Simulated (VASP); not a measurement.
A run of VASP 6.6.1 is set up as follows.

INCAR

```
ALGO = Normal ; EDIFF = 1E-6
ENCUT = 520 ; GGA = CA
ISIF = 2 ; ISMEAR = -1
LASPH = T ; LCHARG = F
LREAL = F ; LWAVE = F
NBANDS = 17 ; NELM = 60
PREC = Accurate ; SIGMA = 0.1
```

KPOINTS

```
k-points
0
Gamma
  6 6 6
```

POSCAR

```
SnSe
1.0
    0.0000000000      3.0100000000      3.0100000000
    3.0100000000      0.0000000000      3.0100000000
    3.0100000000      3.0100000000      0.0000000000
Sn Se
1 1
Direct
    0.0000000000      0.0000000000      0.0000000000
    0.5000000000      0.5000000000      0.5000000000
```

Potentials or basis: VASP PAW LDA potentials, release 64 (Sn_d, Se).

Launch:

```sh
$ cat potpaw_LDA.64/Sn_d/POTCAR potpaw_LDA.64/Se/POTCAR > POTCAR
$ mpirun -np 1 vasp_std > vasp.out
```

(1) Predict the band gap on the k mesh.

(2) Estimate the pressure.

Results:

(1) 0.62 eV, direct.

(2) -3.6 GPa.

Caveat: spin-orbit coupling is left out, which moves the levels of the heavy elements.
